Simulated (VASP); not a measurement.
A run of VASP 6.6.1 is set up as follows.

INCAR

```
SYSTEM = TiC
PREC = Accurate
ENCUT = 600
EDIFF = 1E-7
ISMEAR = 0
SIGMA = 0.1
LREAL = .False.
LASPH = .True.
NELM = 120
ALGO = Normal
ISIF = 3
LWAVE = .False.
LCHARG = .False.
GGA = PS
IBRION = 2
NSW = 100
EDIFFG = -0.002
GGA_COMPAT = .False.
NELMIN = 4
```

Contents of KPOINTS:

```
Automatic mesh
0
Gamma
  16 16 16
  0 0 0
```

POSCAR

```
TiC
1.0
    0.0000000000      2.1657188400      2.1657188400
    2.1657188400      0.0000000000      2.1657188400
    2.1657188400      2.1657188400      0.0000000000
Ti C
1 1
Direct
    0.0000000000      0.0000000000      0.0000000000
    0.5000000000      0.5000000000      0.5000000000
```

Potentials or basis: VASP PAW PBE potentials, release 64 (Ti_sv, C).

The run is started by

```bash
$ cat potpaw_PBE.64/Ti_sv/POTCAR potpaw_PBE.64/C/POTCAR > POTCAR
$ mpirun -np 1 vasp_std > vasp.out
```

**Question.** Predict the band gap on the k mesh.

**Answer.** Zero (band 8 reaches 10.28 eV, above the bottom of band 9 at 9.20 eV).

**Question.** What does it give for the relaxed cell?

**Answer.** a = 3.036 Å, b = 3.036 Å, c = 3.036 Å, α = 60.00°, β = 60.00°, γ = 60.00°.

**Question.** What does it give for the relaxed volume?

**Answer.** 9.90 Å³/atom.

**Question.** Predict the space group after relaxing (to 0.05 Å).

**Answer.** Fm-3m (No. 225).

Step by step:
```csv
step,energy change (eV),largest force (eV/Å),pressure (GPa),volume (Å³)
1,0.0000,0.0000,-6.56,20.32
2,0.0094,0.0000,9.86,19.12
3,-0.0109,0.0000,-0.06,19.80
4,-0.0109,0.0000,0.07,19.79
5,-0.0109,0.0000,-0.07,19.80
6,-0.0109,0.0000,0.00,19.79
```

Caveat: the PAW data sets were made with another functional, which shifts forces and pressure a little.
